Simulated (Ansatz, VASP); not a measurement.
# LiNbO3 in VASP and in Ansatz

```xyz
10
Lattice="2.7391 1.5814 4.1801 -2.7391 1.5814 4.1801 0.0000 -3.1629 4.1801" Properties=species:S:1:pos:R:3 pbc="T T T"
Li    0.0000    0.0000    3.1351
Li    0.0000    0.0000    9.4052
Nb    0.0000    0.0000    0.0000
Nb    0.0000    0.0000    6.2701
O    -0.5507   -1.5814    5.2251
O     1.6449    0.3138    5.2251
O    -1.0942    1.2676    5.2251
O     0.5507    1.5814    7.3151
O    -1.6449   -0.3138    7.3151
O     1.0942   -1.2676    7.3151
```

Alike in both runs: task single point; functional PBE; k mesh 6 × 6 × 6; occupations gaussian, width 0.05 eV; no spin polarisation.

```csv
,VASP,Ansatz
version,VASP 6.6.1,Ansatz 0.2.0
potentials or method,"VASP PAW PBE potentials, release 64 (Li_sv, Nb_sv, O), cutoff 520 eV","scalar-relativistic, plane waves, PAW"
valence electrons in the cell,68,68
```

|  | VASP | Ansatz | Ansatz less VASP |
| --- | --- | --- | --- |
| gap on the k mesh at the Fermi level (eV) | 2.18 | 2.20 | +0.014 |
| least direct gap on the mesh (eV) | 2.18 | 2.20 | +0.014 |
| rms of the force components (eV/Å) | 0.140 | 0.147 | +0.0068 |

Atom by atom the forces differ by 0.007 eV/Å (rms over components).

Noted on VASP's run: the cutoff is short for stress, so the pressure is rough.
